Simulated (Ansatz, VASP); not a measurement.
This is a calculation of CaBr for VASP 6.6.1.

The input INCAR:

```
PREC     = Accurate       # precision mode
ENCUT    = 600            # plane-wave cutoff, eV
EDIFF    = 1E-6           # SCF threshold, eV
ISMEAR   = -1             # smearing method
SIGMA    = 0.05           # smearing width, eV
LREAL    = F              # projectors in reciprocal space
LASPH    = T              # aspherical terms in the spheres
NELM     = 80             # most SCF steps
ALGO     = Normal         # electronic algorithm
ISIF     = 3              # what is computed and relaxed
LWAVE    = F              # write WAVECAR
LCHARG   = F              # write CHGCAR
GGA      = PE             # functional
IBRION   = 2              # ionic algorithm
NSW      = 60             # ionic steps
EDIFFG   = -0.01          # ionic threshold
```

KPOINTS

```
Automatic mesh
0
Gamma
  8 8 6
```

POSCAR

```
CaBr
1.0
    3.9170223818      0.0000000000      0.0000000000
   -1.9585111909      3.3922408898      0.0000000000
    0.0000000000      0.0000000000      4.3410340000
Br Ca
1 1
Direct
    0.3333333333      0.6666666667      0.5000000000
    0.0000000000      0.0000000000      0.0000000000
```

Potentials or basis: VASP PAW PBE potentials, release 64 (Br, Ca_sv).

Launch:

```bash
$ cat potpaw_PBE.64/Br/POTCAR potpaw_PBE.64/Ca_sv/POTCAR > POTCAR
$ mpirun -np 1 vasp_std > vasp.out
```

**Question.** Translate it to Ansatz 0.2.0. Potentials there: Ansatz PAW.

**Answer.** As run (the cutoff follows the program's own potentials):

The input input.yaml:

```yaml
crystal:
  lattice:
    - [3.9170223818, 0.0, 0.0]
    - [-1.9585111909, 3.3922408898, 0.0]
    - [0.0, 0.0, 4.341034]
  atoms:
    - { symbol: Br, position: [0.3333333333, 0.6666666667, 0.5] }
    - { symbol: Ca, position: [0.0, 0.0, 0.0] }
hamiltonian:
  xc: pbe
  pseudopotentials: { kind: paw }
kpoints:
  mp_grid: { grid: [8, 8, 6] }
scf:
  occupations: { method: fermi_dirac, width: 0.05 }
output:
  forces: true
  stress: true
  eigenvalues: true
relax:
  f_tol: 0.01
  max_steps: 40
  cell: { stress_tol: 0.05 }
```

Potentials or basis: Ansatz PAW.

Launch:

```bash
$ ansatz run input.yaml --threads 2 --pin off --max-ram 5632MiB --backend cpu --events-out ev --progress --plain --runs-dir out
```

Both were run:

|  | VASP | Ansatz | Ansatz less VASP |
| --- | --- | --- | --- |
| gap on the k mesh at the Fermi level, each at its own relaxed structure (eV) | none | none | - |
| relaxed volume (Å³/atom) | 29.20 | 29.06 | -0.134 |
| relaxed cell length with the largest relative difference (Å) | 3.927 | 3.919 | -0.0076 |

A gap of «none» marks a metal or a gap that the smearing closes.

Noted on Ansatz's run: the plane-wave basis is chosen anew once the cell has moved, so the energies of steps on either side of that aren't comparable.
